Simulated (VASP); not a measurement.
# CuI (Cmcm) in VASP: further runs

CuI is run at these levels: PBE; tasks: single point.

Everything below comes from runs of VASP 6.6.1. Logs are shortened: lines on timing, memory, paths and dates and some standing lists are left out, and cuts for length are marked.

**1. The cell of the first run**

Symmetry: Cmcm, No. 63, orthorhombic system. The conventional cell has a = 7.416 Å, b = 7.372 Å, c = 4.278 Å, α = 90.00°, β = 90.00°, γ = 90.00°. Cu (site symmetry m2m) has 2 Cu at 2.44 Å and 3 I at 2.56 to 2.58 Å within 3.2 Å. Within 3.4 Å of I (site symmetry m2m) lie 3 Cu at 2.56 to 2.58 Å.

**2. Single point, PBE (volume scaled by 0.98)**

File INCAR:

```
  PREC = Accurate
  ENCUT = 520
  EDIFF = 1E-6
  ISMEAR = -1
  SIGMA = 0.02
  LREAL = F
  LASPH = T
  NELM = 80
  ALGO = Normal
  ISIF = 2
  LWAVE = F
  LCHARG = T
  GGA = PE
  LELF = T
  LVHAR = T
  NBANDS = 26
```

File KPOINTS:

```
regular mesh
0
Gamma
  5 5 6
```

File POSCAR:

```
CuI
1.0
    3.7081120190     -3.6861789996      0.0000000000
    3.7081120190      3.6861789996      0.0000000000
    0.0000000000      0.0000000000      4.2780907744
Cu I
2 2
Direct
    0.4204388300      0.5795611700      0.7500000000
    0.5795611700      0.4204388300      0.2500000000
    0.7700426800      0.2299573200      0.7500000000
    0.2299573200      0.7700426800      0.2500000000
```

Potentials or basis: VASP PAW PBE potentials, release 64 (Cu, I).

Command:

```bash
$ cat potpaw_PBE.64/Cu/POTCAR potpaw_PBE.64/I/POTCAR > POTCAR
$ mpirun -np 1 vasp_std > vasp.out
```

OUTCAR:

```text
PREC = Accurate
   ENCUT = 520
   EDIFF = 1E-6
   ISMEAR = -1
   LREAL = F
   LASPH = T
   NELM = 80
   ISIF = 2
   GGA = PE

 ion  position               nearest neighbor table
   1  0.420  0.580  0.750-   2 2.44   2 2.44   4 2.56   4 2.56   3 2.58
   2  0.580  0.420  0.250-   1 2.44   1 2.44   3 2.56   3 2.56   4 2.58
   3  0.770  0.230  0.750-   2 2.56   2 2.56   1 2.58
   4  0.230  0.770  0.250-   1 2.56   1 2.56   2 2.58

  LATTYP: Found a base centered orthorhombic cell.
 ALAT       =     7.3723579992
 B/A-ratio  =     1.0059500690
 C/A-ratio  =     0.5802879859

  Lattice vectors:

 A1 = (  -3.7081120190,  -3.6861789996,   0.0000000000)
 A2 = (   3.7081120190,  -3.6861789996,   0.0000000000)
 A3 = (   0.0000000000,   0.0000000000,   4.2780907744)

Analysis of symmetry for initial positions (statically):
=====================================================================
 Subroutine PRICEL returns:
 Original cell was already a primitive cell.

 Routine SETGRP: Setting up the symmetry group for a
 base centered orthorhombic supercell.

 Subroutine GETGRP returns: Found  8 space group operations
 (whereof  4 operations were pure point group operations)
 out of a pool of  8 trial point group operations.

The static configuration has the point symmetry C_2h.
 The point group associated with its full space group is D_2h.

Analysis of symmetry for dynamics (positions and initial velocities):
=====================================================================
 Subroutine PRICEL returns:
 Original cell was already a primitive cell.

 Routine SETGRP: Setting up the symmetry group for a
 base centered orthorhombic supercell.

 Subroutine GETGRP returns: Found  8 space group operations
 (whereof  4 operations were pure point group operations)
 out of a pool of  8 trial point group operations.

The dynamic configuration has the point symmetry C_2h.
 The point group associated with its full space group is D_2h.

 Subroutine INISYM returns: Found  8 space group operations
 (whereof  4 operations are pure point group operations),
 and found     1 'primitive' translations

----------------------------------------------------------------------------------------

[... 91 lines left out ...]
   LNONCOLLINEAR =      F non collinear calculations
   LSORBIT =      F    spin-orbit coupling
   LASPH  =      T    aspherical Exc in radial PAW
   ENCUT  =  520.0 eV  38.22 Ry    6.18 a.u.   9.72  9.72  7.95*2*pi/ulx,y,z
   NELM   =     80;   NELMIN=  2; NELMDL= -5     # of ELM steps
   EDIFF  = 0.1E-05   stopping-criterion for ELM
   LREAL  =      F    real-space projection
   EDIFFG = 0.1E-04   stopping-criterion for IOM
   NSW    =      0    number of steps for IOM
   IBRION =     -1    ionic relax: 0-MD 1-quasi-New 2-CG
   NFREE  =      0    steps in history (QN), initial steepest desc. (CG)
   ISIF   =      2    stress and relaxation
   ISYM   =      2    0-nonsym 1-usesym 2-fastsym
   POTIM  = 0.5000    time-step for ionic-motion
   TEBEG  =    0.0;   TEEND  =   0.0 temperature during run
   PSTRESS=    0.0 pullay stress
   NELECT =      36.0000    total number of electrons
   NUPDOWN=      -1.0000    fix difference up-down
   EMIN   =  10.00;   EMAX   =-10.00  energy-range for DOS
   EFERMI =   0.00;   METHOD = LEGACY
   ISMEAR =    -1;   SIGMA  =   0.02  broadening in eV -4-tet -1-fermi 0-gaus
   EFERMI_NEDOS =   21; number of points for ismear=-14 and -15
   IALGO  =     38    algorithm
   IMIX   =      4    mixing-type and parameters
     AMIX     =   0.40;   BMIX     =  1.00
     AMIX_MAG =   1.60;   BMIX_MAG =  1.00
  volume/ion in A,a.u.               =      29.24       197.31
  Fermi-wavevector in a.u.,A,eV,Ry     =   1.105366  2.088838 16.624046  1.221833
  Thomas-Fermi vector in A             =   2.241852
   LORBIT       =      0    0 simple, 1 ext, 2 COOP (PROOUT), +10 PAW based schemes
   GGA     = PE    functional components
   LHFCALC =     F    Hartree Fock is set to
   AEXX    =    0.0000 exact exchange contribution
   IVDW    =     0    specifies the selected vdW correction
   LEPSILON=     F    determine dielectric tensor
   LRPA    =     F    only Hartree local field effects (RPA)
 non-spin polarized calculation
  energy-cutoff  :      520.00
  volume of cell :      116.95
 maximum number of plane-waves:      3172
   NGX = 19   NGY = 19   NGZ = 15

 number of electron      36.0000001 magnetization

 Free energy of the ion-electron system (eV)
  ---------------------------------------------------
  ext. energy  EPLUGINS =         0.00000000
  ---------------------------------------------------
  free energy    TOTEN  =       -10.89676346 eV

  energy without entropy =      -10.89676346  energy(sigma->0) =      -10.89676346

 E-fermi :   4.5141     XC(G=0):  -8.6806

 val. band max:        4.0742943075   @ k =   0.0000   0.0000   0.0000
 cond. band min:       5.1317762376   @ k =   0.0000   0.0000   0.0000
 fundamental gap:      1.0574819302
 Fermi energy:         4.5141115089

 k-point     1 :       0.0000    0.0000    0.0000
  band No.  band energies     occupation
      1      -9.8932      2.00000
      2      -9.1110      2.00000
      3      -1.5967      2.00000
      4      -0.2644      2.00000
      5      -0.0433      2.00000
      6       0.0184      2.00000
[... 685 lines left out ...]
     25      11.6192      0.00000
     26      12.1470      0.00000

 [... further k-points ...]

------------------------ aborting loop because EDIFF is reached ----------------------------------------

  FORCE on cell =-STRESS in cart. coord.  units (eV):
  Direction    XX          YY          ZZ          XY          YZ          ZX
  --------------------------------------------------------------------------------------
  -------------------------------------------------------------------------------------
  Total        0.8137892      2.0905907      2.2382889      0.0000000      0.0000000      0.0000000
  in kB       11.1484183     28.6398238     30.6631990      0.0000000      0.0000000      0.0000000
  external PRESSURE =      23.4838137 kB  Pullay stress =       0.0000000 kB

 VOLUME and BASIS-vectors are now :
 -----------------------------------------------------------------------------
  energy-cutoff  :      520.00
  volume of cell :      116.95
      direct lattice vectors                 reciprocal lattice vectors
     3.708112019 -3.686179000  0.000000000     0.134839508 -0.135641812  0.000000000
     3.708112019  3.686179000  0.000000000     0.134839508  0.135641812  0.000000000
     0.000000000  0.000000000  4.278090774     0.000000000  0.000000000  0.233749131

 POSITION                                       TOTAL-FORCE (eV/Angst)
 -----------------------------------------------------------------------------------
      3.70811      0.58655      3.20857         0.000000      0.163402      0.000000
      3.70811     -0.58655      1.06952         0.000000     -0.163402     -0.000000
      3.70811     -1.99085      3.20857         0.000000     -0.321139     -0.000000
      3.70811      1.99085      1.06952         0.000000      0.321139     -0.000000
 -----------------------------------------------------------------------------------
    total drift:                                0.000000     -0.000000      0.000000

  FREE ENERGIE OF THE ION-ELECTRON SYSTEM (eV)
  ---------------------------------------------------
  free  energy   TOTEN  =       -10.8967634593 eV

  energy  without entropy=      -10.8967634593  energy(sigma->0) =      -10.89676346
```

OSZICAR:

```text
N       E                     dE             d eps       ncg     rms          rms(c)
DAV:   1     0.273976399865E+03    0.27398E+03   -0.14908E+04  1872   0.146E+03
DAV:   2     0.157050047711E+02   -0.25827E+03   -0.24590E+03  1878   0.306E+02
DAV:   3    -0.102717295702E+02   -0.25977E+02   -0.25370E+02  2556   0.119E+02
DAV:   4    -0.115584846784E+02   -0.12868E+01   -0.12828E+01  2496   0.236E+01
DAV:   5    -0.116109544374E+02   -0.52470E-01   -0.52460E-01  2942   0.475E+00    0.943E+00
DAV:   6    -0.113494655459E+02    0.26149E+00   -0.10437E+01  2310   0.738E+01    0.612E+00
DAV:   7    -0.108937332735E+02    0.45573E+00   -0.24409E+00  2326   0.462E+01    0.317E+00
DAV:   8    -0.109113532514E+02   -0.17620E-01   -0.28422E-01  2924   0.773E+00    0.103E+00
DAV:   9    -0.108961147271E+02    0.15239E-01   -0.84193E-02  2542   0.745E+00    0.389E-01
DAV:  10    -0.108968982611E+02   -0.78353E-03   -0.57347E-03  2894   0.104E+00    0.259E-01
DAV:  11    -0.108967318847E+02    0.16638E-03   -0.16914E-03  2542   0.105E+00    0.123E-01
DAV:  12    -0.108967579982E+02   -0.26113E-04   -0.29269E-04  2906   0.191E-01    0.233E-02
DAV:  13    -0.108967615611E+02   -0.35629E-05   -0.16228E-05  2994   0.820E-02    0.119E-02
DAV:  14    -0.108967636235E+02   -0.20624E-05   -0.70716E-06  2128   0.152E-02    0.110E-02
DAV:  15    -0.108967634593E+02    0.16424E-06   -0.56644E-07  1318   0.225E-02
   1 F= -.10896763E+02 E0= -.10896763E+02  d E =-.180781E-11
```

stdout:

```text
POSCAR found type information on POSCAR CuI
 POSCAR found :  2 types and       4 ions
 scaLAPACK will be used
 LDA part: xc-table for (Slater+PW92), standard interpolation
 POSCAR, INCAR and KPOINTS ok, starting setup
 FFT: planning ... GRIDC
 FFT: planning ... GRID_SOFT
 FFT: planning ... GRID
 WAVECAR not read
 entering main loop
```

Wall time 57 s (1 thread of Intel Xeon 6975P-C (Granite Rapids), shared host); peak memory 0.26 GiB.

Results:

| Item | Value |
| --- | --- |
| Free energy | -10.8968 eV |
| Pressure | 2.3 GPa |
| Largest force | 0.321 eV/Å |
| Band gap on the k mesh | 1.06 eV, direct |

Forces on the atoms (eV/Å):
```
Cu   0.000  0.163  0.000
Cu   0.000 -0.163  0.000
I    0.000 -0.321  0.000
I    0.000  0.321  0.000
```

Stress tensor (GPa, compression positive):
```
1.11 0.00 0.00
0.00 2.86 0.00
0.00 0.00 3.07
```

Levels at points of the mesh, in eV from the valence-band top:
```tsv
k point	band 16	band 17	band 18	band 19	band 20	band 21
(0.00, 0.00, 0.00)	-1.55	-0.95	0.00	1.06	1.66	2.43
(0.00, 0.00, 0.50)	-1.88	-1.66	-1.66	3.74	3.74	3.76
```

Caveat: spin-orbit coupling is left out, which moves the levels of the heavy elements.

**3. Single point, PBE (volume scaled by 1.01)**

File INCAR:

```
  PREC = Accurate
  ENCUT = 520
  EDIFF = 1E-6
  ISMEAR = -1
  SIGMA = 0.02
  LREAL = F
  LASPH = T
  NELM = 100
  ALGO = Normal
  ISIF = 2
  LWAVE = F
  LCHARG = F
  GGA = PE
  NBANDS = 26
```

File KPOINTS:

```
Automatic mesh
0
Gamma
  5 5 6
```

File POSCAR:

```
CuI
1.0
    3.7455702312     -3.7234156512      0.0000000000
    3.7455702312      3.7234156512      0.0000000000
    0.0000000000      0.0000000000      4.3213067375
Cu I
2 2
Direct
    0.4204388300      0.5795611700      0.7500000000
    0.5795611700      0.4204388300      0.2500000000
    0.7700426800      0.2299573200      0.7500000000
    0.2299573200      0.7700426800      0.2500000000
```

Potentials or basis: VASP PAW PBE potentials, release 64 (Cu, I).

Command:

```bash
$ cat potpaw_PBE.64/Cu/POTCAR potpaw_PBE.64/I/POTCAR > POTCAR
$ mpirun -np 1 vasp_std > vasp.out
```

Run time: 51 s. Hardware: 1 thread of Intel Xeon 6975P-C (Granite Rapids), shared host; peak memory 0.27 GiB.

It converged, with:

| Item | Value |
| --- | --- |
| Free energy | -10.9334 eV |
| Pressure | 1.0 GPa |
| Largest force | 0.099 eV/Å |
| Band gap on the k mesh | 1.03 eV, direct |

Forces on the atoms (eV/Å):
```
Cu   0.000  0.099  0.000
Cu   0.000 -0.099  0.000
I    0.000 -0.064  0.000
I    0.000  0.064  0.000
```

Stress tensor (GPa, compression positive):
```
0.88 0.00 0.00
0.00 1.15 0.00
0.00 0.00 1.12
```

Levels at points of the mesh, in eV from the valence-band top:
| k point | band 15 | band 16 | band 17 | band 18 | band 19 | band 20 | band 21 | band 22 |
| --- | --- | --- | --- | --- | --- | --- | --- | --- |
| (0.00, 0.00, 0.00) | -1.76 | -1.46 | -0.90 | 0.00 | 1.03 | 1.79 | 2.44 | 4.64 |
| (0.00, 0.00, 0.50) | -1.77 | -1.77 | -1.58 | -1.58 | 3.64 | 3.64 | 3.84 | 3.84 |

Caveat: spin-orbit coupling is left out, which moves the levels of the heavy elements. A k mesh can miss the band edges.

**4. Single point, PBE (volume scaled by 1.04)**

File INCAR:

```
ALGO = Normal ; EDIFF = 1E-7
ENCUT = 520 ; GGA = PE
ISIF = 2 ; ISMEAR = -1
LASPH = T ; LCHARG = F
LREAL = F ; LWAVE = F
NBANDS = 26 ; NELM = 100
PREC = Accurate ; SIGMA = 0.02
```

File KPOINTS:

```
k-points
0
Gamma
  5 5 6
```

File POSCAR:

```
CuI
1.0
    3.7822938498     -3.7599220542      0.0000000000
    3.7822938498      3.7599220542      0.0000000000
    0.0000000000      0.0000000000      4.3636751916
Cu I
2 2
Direct
    0.4204388300      0.5795611700      0.7500000000
    0.5795611700      0.4204388300      0.2500000000
    0.7700426800      0.2299573200      0.7500000000
    0.2299573200      0.7700426800      0.2500000000
```

Potentials or basis: VASP PAW PBE potentials, release 64 (Cu, I).

Command:

```bash
$ cat potpaw_PBE.64/Cu/POTCAR potpaw_PBE.64/I/POTCAR > POTCAR
$ mpirun -np 1 vasp_std > vasp.out
```

OUTCAR:

```text
EDIFF = 1E-7
   ENCUT = 520
   GGA = PE
   ISIF = 2
   ISMEAR = -1
   LASPH = T
   LREAL = F
   NELM = 100
   PREC = Accurate

 ion  position               nearest neighbor table
   1  0.420  0.580  0.750-   2 2.49   2 2.49   4 2.61   4 2.61   3 2.63
   2  0.580  0.420  0.250-   1 2.49   1 2.49   3 2.61   3 2.61   4 2.63
   3  0.770  0.230  0.750-   2 2.61   2 2.61   1 2.63
   4  0.230  0.770  0.250-   1 2.61   1 2.61   2 2.63

  LATTYP: Found a base centered orthorhombic cell.
 ALAT       =     7.5198441084
 B/A-ratio  =     1.0059500690
 C/A-ratio  =     0.5802879859

  Lattice vectors:

 A1 = (  -3.7822938498,  -3.7599220542,   0.0000000000)
 A2 = (   3.7822938498,  -3.7599220542,   0.0000000000)
 A3 = (   0.0000000000,   0.0000000000,   4.3636751916)

Analysis of symmetry for initial positions (statically):
=====================================================================
 Subroutine PRICEL returns:
 Original cell was already a primitive cell.

 Routine SETGRP: Setting up the symmetry group for a
[... 170 lines left out ...]

  energy without entropy =      -10.94348601  energy(sigma->0) =      -10.94348601

 E-fermi :   3.8641     XC(G=0):  -8.4121

 val. band max:        3.4382604794   @ k =   0.0000   0.0000   0.0000
 cond. band min:       4.4354327118   @ k =   0.0000   0.0000   0.0000
 fundamental gap:      0.9971722324
 Fermi energy:         3.8640938839

 k-point     1 :       0.0000    0.0000    0.0000
  band No.  band energies     occupation
      1     -10.1968      2.00000
      2      -9.5331      2.00000
      3      -1.9026      2.00000
      4      -0.5839      2.00000
      5      -0.3718      2.00000
      6      -0.2772      2.00000
[... 685 lines left out ...]
     25      10.9909      0.00000
     26      11.4314      0.00000

 [... further k-points ...]

------------------------ aborting loop because EDIFF is reached ----------------------------------------

  FORCE on cell =-STRESS in cart. coord.  units (eV):
  Direction    XX          YY          ZZ          XY          YZ          ZX
  --------------------------------------------------------------------------------------
  -------------------------------------------------------------------------------------
  Total        0.5047148     -0.2473378     -0.4144691      0.0000000      0.0000000      0.0000000
  in kB        6.5153852     -3.1928938     -5.3503998      0.0000000      0.0000000      0.0000000
  external PRESSURE =      -0.6759695 kB  Pullay stress =       0.0000000 kB

 VOLUME and BASIS-vectors are now :
 -----------------------------------------------------------------------------
  energy-cutoff  :      520.00
  volume of cell :      124.11
      direct lattice vectors                 reciprocal lattice vectors
     3.782293850 -3.759922054  0.000000000     0.132194911 -0.132981480  0.000000000
     3.782293850  3.759922054  0.000000000     0.132194911  0.132981480  0.000000000
     0.000000000  0.000000000  4.363675192     0.000000000  0.000000000  0.229164628

 POSITION                                       TOTAL-FORCE (eV/Angst)
 -----------------------------------------------------------------------------------
      3.78229      0.59829      3.27276         0.000000      0.044427     -0.000000
      3.78229     -0.59829      1.09092         0.000000     -0.044427      0.000000
      3.78229     -2.03068      3.27276         0.000000      0.161377      0.000000
      3.78229      2.03068      1.09092         0.000000     -0.161377      0.000000
 -----------------------------------------------------------------------------------
    total drift:                                0.000000     -0.000000      0.000000

  FREE ENERGIE OF THE ION-ELECTRON SYSTEM (eV)
  ---------------------------------------------------
  free  energy   TOTEN  =       -10.9434860065 eV

  energy  without entropy=      -10.9434860065  energy(sigma->0) =      -10.94348601
```

stdout:

```text
POSCAR found type information on POSCAR CuI
 POSCAR found :  2 types and       4 ions
 scaLAPACK will be used
 LDA part: xc-table for (Slater+PW92), standard interpolation
 POSCAR, INCAR and KPOINTS ok, starting setup
 FFT: planning ... GRIDC
 FFT: planning ... GRID_SOFT
 FFT: planning ... GRID
 WAVECAR not read
 entering main loop
```

Wall time 58 s (1 thread of Intel Xeon 6975P-C (Granite Rapids), shared host); peak memory 0.27 GiB.

Results:

```
Free energy            : -10.9435 eV
Pressure               : -0.1 GPa
Largest force          : 0.161 eV/Å
Band gap on the k mesh : 1.00 eV, direct
```

Forces in eV/Å, atoms in the order of the input:
```
Cu   0.000  0.044  0.000
Cu   0.000 -0.044  0.000
I    0.000  0.161  0.000
I    0.000 -0.161  0.000
```

Levels at points of the mesh, in eV from the valence-band top:
| k point | band 16 | band 17 | band 18 | band 19 | band 20 | band 21 |
| --- | --- | --- | --- | --- | --- | --- |
| (0.00, 0.00, 0.00) | -1.38 | -0.86 | 0.00 | 1.00 | 1.92 | 2.46 |
| (0.00, 0.00, 0.50) | -1.67 | -1.50 | -1.50 | 3.55 | 3.55 | 3.91 |

Caveat: spin-orbit coupling is left out, which moves the levels of the heavy elements. A k mesh can miss the band edges.

**5. Summary**

```csv
cell,gap on the mesh (eV),pressure (GPa),largest force (eV/Å)
"a = 5.229, b = 5.229, c = 4.278 Å, angles 90.0, 90.0, 89.7°, 4 atoms",1.06,2.3,0.32
"a = 5.281, b = 5.281, c = 4.321 Å, angles 90.0, 90.0, 89.7°, 4 atoms",1.03,1.0,0.10
"a = 5.333, b = 5.333, c = 4.364 Å, angles 90.0, 90.0, 89.7°, 4 atoms",1.00,-0.1,0.16
```

Alike in all rows: task single point; level PBE; potentials or basis VASP PAW PBE potentials, release 64 (Cu, I); no spin polarisation; k mesh 5 × 5 × 6; cutoff (eV) 520; smearing fermi-dirac 0.02 eV.

Caveats: spin-orbit coupling is left out, which moves the levels of the heavy elements.

Absolute energies hang on the potentials; compare differences alone.
